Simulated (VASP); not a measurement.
# TaN (P6/mmm) in VASP: a series of runs

The runs below take TaN through single point, with r2SCAN.

Everything below comes from runs of VASP 6.6.1. Logs are shortened: lines on timing, memory, paths and dates and some standing lists are left out, and cuts for length are marked.

**1. The cell of the first run**

The structure is hexagonal, space group P6/mmm (No. 191). Conventional cell: a = 5.344 Å, b = 5.344 Å, c = 2.877 Å, α = 90.00°, β = 90.00°, γ = 120.00°. Ta (site symmetry 6/mmm) has 6 N at 2.67 Å and 14 Ta at 2.88 to 3.40 Å within 3.5 Å. Ta (site symmetry -6m2) has 6 N at 2.11 Å and 2 Ta at 2.88 Å within 2.9 Å. Within 2.9 Å of N (site symmetry mmm) lie 6 Ta at 2.11 to 2.67 Å and 6 N at 2.67 to 2.88 Å.

**2. Single point, r2SCAN (biaxial strain in the a-b plane: +2.0 %, then relaxed in part)**

POSCAR

```
TaN
1.0
    5.3440699374      0.0000000000      0.0000000000
   -2.6720349687      4.6281003254      0.0000000000
    0.0000000000      0.0000000000      2.8772420573
Ta N
3 3
Direct
    0.0000000000      0.0000000000      0.0000000000
    0.3333333333      0.6666666667      0.5000000000
    0.6666666667      0.3333333333      0.5000000000
    0.5000000000      0.0000000000      0.0000000000
    0.5000000000      0.5000000000      0.0000000000
    0.0000000000      0.5000000000      0.0000000000
```

INCAR.step1

```
PREC = Accurate
ENCUT = 520
ISMEAR = 0
SIGMA = 0.1
LREAL = False
LASPH = True
NELM = 100
NBANDS = 33
GGA = PE
ALGO = Normal
EDIFF = 1E-4
LWAVE = True
LCHARG = False
```

INCAR.step2

```
PREC = Accurate
ENCUT = 520
EDIFF = 1E-7
ISMEAR = 0
SIGMA = 0.1
LREAL = False
LASPH = True
NELM = 100
ALGO = Normal
ISIF = 2
LWAVE = False
LCHARG = False
METAGGA = R2SCAN
LMIXTAU = True
NBANDS = 33
ISTART = 1
```

KPOINTS

```
Automatic mesh
0
Gamma
  12 12 12
```

Potentials or basis: VASP PAW PBE potentials, release 64 (Ta_pv, N).

On the command line:

```
$ cat potpaw_PBE.64/Ta_pv/POTCAR potpaw_PBE.64/N/POTCAR > POTCAR
$ cp INCAR.step1 INCAR
$ mpirun -np 1 vasp_std > vasp.out
$ cp INCAR.step2 INCAR
$ mpirun -np 1 vasp_std > vasp.out
```

OUTCAR:

```text
PREC = Accurate
   ENCUT = 520
   EDIFF = 1E-7
   ISMEAR = 0
   LREAL = False
   LASPH = True
   NELM = 100
   ISIF = 2
   METAGGA = R2SCAN
   ISTART = 1

 ion  position               nearest neighbor table
   1  0.000  0.000  0.000-   4 2.67   4 2.67   6 2.67   6 2.67   5 2.67   5 2.67   3 3.40   3 3.40
                             2 3.40   2 3.40   2 3.40   3 3.40   2 3.40   3 3.40   2 3.40   3 3.40
   2  0.333  0.667  0.500-   6 2.11   6 2.11   4 2.11   4 2.11   5 2.11   5 2.11   3 3.09   3 3.09
                             3 3.09   1 3.40   1 3.40   1 3.40   1 3.40   1 3.40   1 3.40
   3  0.667  0.333  0.500-   6 2.11   6 2.11   4 2.11   4 2.11   5 2.11   5 2.11   2 3.09   2 3.09
                             2 3.09   1 3.40   1 3.40   1 3.40   1 3.40   1 3.40   1 3.40
   4  0.500  0.000  0.000-   2 2.11   3 2.11   2 2.11   3 2.11   1 2.67   1 2.67
   5  0.500  0.500  0.000-   2 2.11   3 2.11   2 2.11   3 2.11   1 2.67   1 2.67
   6  0.000  0.500  0.000-   2 2.11   3 2.11   2 2.11   3 2.11   1 2.67   1 2.67

  LATTYP: Found a hexagonal cell.
 ALAT       =     5.3440699374
 C/A-ratio  =     0.5383990275

  Lattice vectors:

 A1 = (   5.3440699374,   0.0000000000,   0.0000000000)
 A2 = (  -2.6720349687,   4.6281003254,   0.0000000000)
 A3 = (   0.0000000000,   0.0000000000,   2.8772420573)

Analysis of symmetry for initial positions (statically):
=====================================================================
 Subroutine PRICEL returns:
 Original cell was already a primitive cell.

 Routine SETGRP: Setting up the symmetry group for a
 hexagonal supercell.

 Subroutine GETGRP returns: Found 24 space group operations
 (whereof 24 operations were pure point group operations)
 out of a pool of 24 trial point group operations.

The static configuration has the point symmetry D_6h.

Analysis of symmetry for dynamics (positions and initial velocities):
=====================================================================
 Subroutine PRICEL returns:
 Original cell was already a primitive cell.

 Routine SETGRP: Setting up the symmetry group for a
 hexagonal supercell.

 Subroutine GETGRP returns: Found 24 space group operations
 (whereof 24 operations were pure point group operations)
 out of a pool of 24 trial point group operations.

The dynamic configuration has the point symmetry D_6h.

 Subroutine INISYM returns: Found 24 space group operations
 (whereof 24 operations are pure point group operations),
 and found     1 'primitive' translations

----------------------------------------------------------------------------------------

                                     Primitive cell

  volume of cell :      71.1625

  direct lattice vectors                    reciprocal lattice vectors
     5.344069937  0.000000000  0.000000000     0.187123300  0.108035687  0.000000000
    -2.672034969  4.628100325  0.000000000     0.000000000  0.216071375  0.000000000
     0.000000000  0.000000000  2.877242057     0.000000000  0.000000000  0.347555048

  length of vectors
     5.344069937  5.344069937  2.877242057     0.216071375  0.216071375  0.347555048

  position of ions in fractional coordinates (direct lattice)
     0.000000000  0.000000000  0.000000000
     0.333333333  0.666666667  0.500000000
     0.666666667  0.333333333  0.500000000
     0.500000000  0.000000000  0.000000000
     0.500000000  0.500000000  0.000000000
     0.000000000  0.500000000  0.000000000

  ion indices of the primitive-cell ions
   primitive index   ion index
                 1           1
                 2           2
                 3           3
                 4           4
                 5           5
                 6           6

----------------------------------------------------------------------------------------

 KPOINTS: Automatic mesh

Automatic generation of k-mesh.
 Grid dimensions read from file:
 generate k-points for:   12   12   12

 Generating k-lattice:

  Cartesian coordinates                     Fractional coordinates (reciprocal lattice)
     0.015593608  0.009002974  0.000000000     0.083333333  0.000000000  0.000000000
     0.000000000  0.018005948  0.000000000     0.000000000  0.083333333  0.000000000
     0.000000000  0.000000000  0.028962921     0.000000000  0.000000000  0.083333333

  Length of vectors
     0.018005948  0.018005948  0.028962921

  Shift w.r.t. Gamma in fractional coordinates (k-lattice)
     0.000000000  0.000000000  0.000000000

 Subroutine IBZKPT returns following result:
 ===========================================

 Found    133 irreducible k-points:

 Following reciprocal coordinates:
            Coordinates               Weight
  0.000000  0.000000  0.000000      1.000000
  0.083333  0.000000  0.000000      6.000000
  0.166667  0.000000  0.000000      6.000000
  0.250000  0.000000  0.000000      6.000000
  0.333333  0.000000  0.000000      6.000000
  0.416667  0.000000  0.000000      6.000000
[... 16 lines left out ...]
  0.250000  0.000000  0.083333     12.000000
  0.333333  0.000000  0.083333     12.000000
 [... further k-points ...]
   k-points           NKPTS =    133   k-points in BZ     NKDIM =    133   number of bands    NBANDS=     33
   number of dos      NEDOS =    301   number of ions     NIONS =      6
   total plane-waves  NPLWV =  38400
   dimension x,y,z NGX =    40 NGY =   40 NGZ =   24
   dimension x,y,z NGXF=    80 NGYF=   80 NGZF=   48
   ions per type =               3   3
   NGX,Y,Z   is equivalent  to a cutoff of  12.44, 12.44, 13.87 a.u.
   NGXF,Y,Z  is equivalent  to a cutoff of  24.89, 24.89, 27.73 a.u.
 SYSTEM =  unknown system
   PREC   = accura    normal or accurate (medium, high low for compatibility)
   ISTART =      1    job   : 0-new  1-cont  2-samecut
   ICHARG =      0    charge: 1-file 2-atom 10-const
   ISPIN  =      1    spin polarized calculation?
   LNONCOLLINEAR =      F non collinear calculations
   LSORBIT =      F    spin-orbit coupling
   LASPH  =      T    aspherical Exc in radial PAW
   ENCUT  =  520.0 eV  38.22 Ry    6.18 a.u.   9.94  9.94  5.35*2*pi/ulx,y,z
   NELM   =    100;   NELMIN=  2; NELMDL=  0     # of ELM steps
   EDIFF  = 0.1E-06   stopping-criterion for ELM
   LREAL  =      F    real-space projection
   EDIFFG = 0.1E-05   stopping-criterion for IOM
   NSW    =      0    number of steps for IOM
   IBRION =     -1    ionic relax: 0-MD 1-quasi-New 2-CG
   NFREE  =      0    steps in history (QN), initial steepest desc. (CG)
   ISIF   =      2    stress and relaxation
   ISYM   =      2    0-nonsym 1-usesym 2-fastsym
   POTIM  = 0.5000    time-step for ionic-motion
   TEBEG  =    0.0;   TEEND  =   0.0 temperature during run
   PSTRESS=    0.0 pullay stress
   NELECT =      48.0000    total number of electrons
   NUPDOWN=      -1.0000    fix difference up-down
   EMIN   =  10.00;   EMAX   =-10.00  energy-range for DOS
   EFERMI =   0.00;   METHOD = LEGACY
   ISMEAR =     0;   SIGMA  =   0.10  broadening in eV -4-tet -1-fermi 0-gaus
   EFERMI_NEDOS =   21; number of points for ismear=-14 and -15
   IALGO  =     38    algorithm
   IMIX   =      4    mixing-type and parameters
     AMIX     =   0.40;   BMIX     =  1.00
     AMIX_MAG =   1.60;   BMIX_MAG =  1.00
  volume/ion in A,a.u.               =      11.86        80.04
  Fermi-wavevector in a.u.,A,eV,Ry     =   1.435726  2.713128 28.045802  2.061308
  Thomas-Fermi vector in A             =   2.554993
   LORBIT       =      0    0 simple, 1 ext, 2 COOP (PROOUT), +10 PAW based schemes
   METAGGA = R2SCAN    functional components
   LHFCALC =     F    Hartree Fock is set to
   AEXX    =    0.0000 exact exchange contribution
   IVDW    =     0    specifies the selected vdW correction
   LEPSILON=     F    determine dielectric tensor
   LRPA    =     F    only Hartree local field effects (RPA)
 non-spin polarized calculation
 Gauss-broadening in eV      SIGMA  =   0.10
  energy-cutoff  :      520.00
  volume of cell :       71.16
 maximum number of plane-waves:      1938
 NGX is ok and might be reduce to    40
   NGX = 19   NGY = 19   NGZ = 11

 number of electron      48.0000004 magnetization

 Free energy of the ion-electron system (eV)
  ---------------------------------------------------
  ext. energy  EPLUGINS =         0.00000000
  ---------------------------------------------------
  free energy    TOTEN  =      -178.34647208 eV

  energy without entropy =     -178.34347095  energy(sigma->0) =     -178.34497152

 E-fermi :   7.7488     XC(G=0): -13.7402

 val. band max:        7.7278490684   @ k =   0.0833   0.0833   0.1667
 cond. band min:       7.7578977746   @ k =   0.1667   0.0000   0.2500
 fundamental gap:      0.0300487062
 Fermi energy:         7.7487881408

 k-point     1 :       0.0000    0.0000    0.0000
  band No.  band energies     occupation
      1     -29.9173      2.00000
      2     -29.9173      2.00000
      3     -29.5778      2.00000
      4     -29.5778      2.00000
      5     -29.2905      2.00000
      6     -29.1874      2.00000
[... 25 lines left out ...]
     32      11.0086      0.00000
     33      11.0086      0.00000

 k-point     2 :       0.0833    0.0000    0.0000
  band No.  band energies     occupation
      1     -29.9209      2.00000
      2     -29.9144      2.00000
      3     -29.5774      2.00000
      4     -29.5735      2.00000
      5     -29.2889      2.00000
      6     -29.1889      2.00000
[... 25 lines left out ...]
     32      10.9840      0.00000
     33      11.0317      0.00000

 k-point     3 :       0.1667    0.0000    0.0000
  band No.  band energies     occupation
      1     -29.9304      2.00000
      2     -29.9049      2.00000
      3     -29.5794      2.00000
      4     -29.5622      2.00000
      5     -29.2843      2.00000
      6     -29.1934      2.00000
[... 25 lines left out ...]
     32      10.9115      0.00000
     33      11.1003      0.00000

 k-point     4 :       0.2500    0.0000    0.0000
  band No.  band energies     occupation
      1     -29.9426      2.00000
      2     -29.8873      2.00000
      3     -29.5905      2.00000
      4     -29.5476      2.00000
      5     -29.2772      2.00000
      6     -29.2005      2.00000
[... 25 lines left out ...]
     32      11.0540      0.00000
     33      11.2198      0.00000

 k-point     5 :       0.3333    0.0000    0.0000
  band No.  band energies     occupation
      1     -29.9540      2.00000
      2     -29.8616      2.00000
      3     -29.6141      2.00000
      4     -29.5336      2.00000
      5     -29.2684      2.00000
      6     -29.2091      2.00000
[... 604 lines left out ...]
 k-point    22 :       0.1667    0.0000    0.0833
  band No.  band energies     occupation
      1     -29.9186      2.00000
      2     -29.8935      2.00000
      3     -29.5704      2.00000
      4     -29.5529      2.00000
      5     -29.3561      2.00000
      6     -29.2575      2.00000
[... 25 lines left out ...]
     32      10.8543      0.00000
     33      10.9629      0.00000

 k-point    23 :       0.2500    0.0000    0.0833
  band No.  band energies     occupation
      1     -29.9304      2.00000
      2     -29.8758      2.00000
      3     -29.5821      2.00000
      4     -29.5387      2.00000
      5     -29.3498      2.00000
      6     -29.2651      2.00000
[... 25 lines left out ...]
     32      11.0131      0.00000
     33      11.1944      0.00000

 k-point    24 :       0.3333    0.0000    0.0833
  band No.  band energies     occupation
      1     -29.9414      2.00000
      2     -29.8506      2.00000
      3     -29.6059      2.00000
      4     -29.5252      2.00000
      5     -29.3416      2.00000
      6     -29.2745      2.00000
[... 25 lines left out ...]
     32      11.1382      0.00000
     33      11.3108      0.00000

 [... further k-points ...]
[... 5 lines left out ...]
  --------------------------------------------------------------------------------------
  -------------------------------------------------------------------------------------
  Total       -3.8040000     -3.8040000      0.7336740      0.0000000      0.0000000      0.0000000
  in kB      -85.6445618    -85.6445618     16.5181882      0.0000000      0.0000000      0.0000000
  external PRESSURE =     -51.5903118 kB  Pullay stress =       0.0000000 kB

 VOLUME and BASIS-vectors are now :
 -----------------------------------------------------------------------------
  energy-cutoff  :      520.00
  volume of cell :       71.16
      direct lattice vectors                 reciprocal lattice vectors
     5.344069937  0.000000000  0.000000000     0.187123300  0.108035687  0.000000000
    -2.672034969  4.628100325  0.000000000     0.000000000  0.216071375  0.000000000
     0.000000000  0.000000000  2.877242057     0.000000000  0.000000000  0.347555048

 POSITION                                       TOTAL-FORCE (eV/Angst)
 -----------------------------------------------------------------------------------
      0.00000      0.00000      0.00000         0.000000      0.000000     -0.000000
     -0.00000      3.08540      1.43862        -0.000000     -0.000000     -0.000000
      2.67203      1.54270      1.43862         0.000000      0.000000      0.000000
      2.67203      0.00000      0.00000         0.000000      0.000000     -0.000000
      1.33602      2.31405      0.00000         0.000000      0.000000     -0.000000
     -1.33602      2.31405      0.00000         0.000000      0.000000     -0.000000
 -----------------------------------------------------------------------------------
    total drift:                               -0.000000      0.000000     -0.000000

  FREE ENERGIE OF THE ION-ELECTRON SYSTEM (eV)
  ---------------------------------------------------
  free  energy   TOTEN  =      -178.3464720804 eV

  energy  without entropy=     -178.3434709509  energy(sigma->0) =     -178.34497152
```

Wall time 8.4 min (1 thread of Intel Xeon 6975P-C (Granite Rapids), shared host); peak memory 0.37 GiB.

What came out:

* Free energy: -178.3465 eV
* Pressure: -5.2 GPa
* Band gap on the k mesh: zero (bands 24 and 25 overlap by 2.19 eV)

Caveat: the cell differs from its parent crystal (biaxial strain in the a-b plane: +2.0 %, then relaxed in part); the stress differs along the axes, from -9 to 2 GPa; the PAW data sets were made with another functional, which shifts forces and pressure a little; spin-orbit coupling is left out, which moves the levels of the heavy elements.

**3. Single point, r2SCAN (biaxial strain in the a-b plane: +4.0 %)**

POSCAR, as its differences from that of step 2:

```diff
@@ -2,5 +2,5 @@
 1.0
-    5.3440699374      0.0000000000      0.0000000000
-   -2.6720349687      4.6281003254      0.0000000000
-    0.0000000000      0.0000000000      2.8772420573
+    5.4488556225      0.0000000000      0.0000000000
+   -2.7244278112      4.7188473906      0.0000000000
+    0.0000000000      0.0000000000      2.8350624279
 Ta N
```

INCAR.step1

```
SYSTEM = TaN
ALGO = Normal ; EDIFF = 1E-4
ENCUT = 520 ; GGA = PE
ISMEAR = 0 ; LASPH = .True.
LCHARG = .False. ; LREAL = .False.
LWAVE = .True. ; NBANDS = 33
NELM = 80 ; PREC = Accurate
SIGMA = 0.1
```

INCAR.step2

```
SYSTEM = TaN
ALGO = Normal ; EDIFF = 1E-7
ENCUT = 520 ; ISIF = 2
ISMEAR = 0 ; ISTART = 1
LASPH = .True. ; LCHARG = .False.
LMIXTAU = .True. ; LREAL = .False.
LWAVE = .False. ; METAGGA = R2SCAN
NBANDS = 33 ; NELM = 80
PREC = Accurate ; SIGMA = 0.1
```

KPOINTS

```
k-points
0
Gamma
  12 12 12
  0 0 0
```

Potentials or basis: VASP PAW PBE potentials, release 64 (Ta_pv, N).

On the command line:

```
$ cat potpaw_PBE.64/Ta_pv/POTCAR potpaw_PBE.64/N/POTCAR > POTCAR
$ cp INCAR.step1 INCAR
$ mpirun -np 1 vasp_std > vasp.out
$ cp INCAR.step2 INCAR
$ mpirun -np 1 vasp_std > vasp.out
```

Wall time 11 min (1 thread of Intel Xeon 6975P-C (Granite Rapids), shared host); peak memory 0.39 GiB.

The run converged. Its results:

```
Free energy            : -178.1009 eV
Pressure               : -8.8 GPa
Band gap on the k mesh : zero (bands 24 and 25 overlap by 2.21 eV)
```

Stress tensor (GPa, compression positive):
```
-16.54   0.00   0.00
  0.00 -16.54   0.00
  0.00   0.00   6.57
```

Levels at points of the mesh, in eV from the Fermi level:
| k point | band 20 | band 21 | band 22 | band 23 | band 24 | band 25 | band 26 | band 27 | band 28 | band 29 |
| --- | --- | --- | --- | --- | --- | --- | --- | --- | --- | --- |
| (0.00, 0.00, 0.00) | -3.70 | -2.92 | -2.84 | -2.65 | -1.22 | -1.22 | 0.65 | 1.44 | 1.44 | 1.88 |
| (0.50, 0.00, 0.00) | -4.20 | -3.65 | -3.62 | -1.83 | -1.02 | 1.10 | 1.83 | 2.02 | 2.46 | 2.68 |
| (0.00, 0.00, 0.50) | -3.54 | -3.51 | -3.51 | -2.11 | 0.95 | 0.95 | 1.76 | 1.99 | 1.99 | 2.15 |
| (0.50, 0.00, 0.50) | -4.49 | -3.48 | -3.05 | -1.82 | -1.53 | 0.98 | 1.37 | 2.80 | 2.97 | 3.73 |

Caveat: the cell differs from its parent crystal (biaxial strain in the a-b plane: +4.0 %); the stress differs along the axes, from -17 to 7 GPa; the PAW data sets were made with another functional, which shifts forces and pressure a little; spin-orbit coupling is left out, which moves the levels of the heavy elements.

The gap in the log of VASP goes by the Fermi energy; the results here count the filled bands.